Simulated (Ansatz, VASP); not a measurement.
Two plane-wave programs on HfC

```xyz
2
Lattice="0.0217 2.3250 2.3250 2.3467 0.0000 2.3467 2.3250 2.3250 0.0217" Properties=species:S:1:pos:R:3 pbc="T T T"
Hf    2.3467    2.3250    2.3467
C     0.0000    0.0000    0.0000
```

Change from the starting cell: strain +0.0187 x Voigt [0, 0, 0, 0, 1, 0], atoms carried along.

Alike in both runs: task single point; functional PBEsol; k mesh 18 × 18 × 18; occupations gaussian, width 0.15 eV; no spin polarisation.

|  | VASP | Ansatz |
| --- | --- | --- |
| version | VASP 6.6.1 | Ansatz 0.2.0 |
| potentials or method | VASP PAW PBE potentials, release 64 (Hf_pv, C), cutoff 520 eV | scalar-relativistic, plane waves, PAW |
| valence electrons in the cell | 14 | 30 |

Ansatz gave:

```
gap on the k mesh at the Fermi level (eV)                     : none
pressure (GPa)                                                : -6.5
traceless stress, the component that is largest in VASP (GPa) : -3.16
```

Task: Estimate VASP's values.

Result: gap on the k mesh at the Fermi level (eV): none; pressure (GPa): -7.0; traceless stress, the component that is largest in VASP (GPa): -3.17.

VASP's potentials were made for PBE, not for PBEsol. A gap of «none» marks a metal or a gap that the smearing closes. VASP's potentials hold 14 valence electrons a cell and Ansatz's 30, so a difference there can come from the potentials and not from the codes.

Spin-orbit coupling is off throughout.
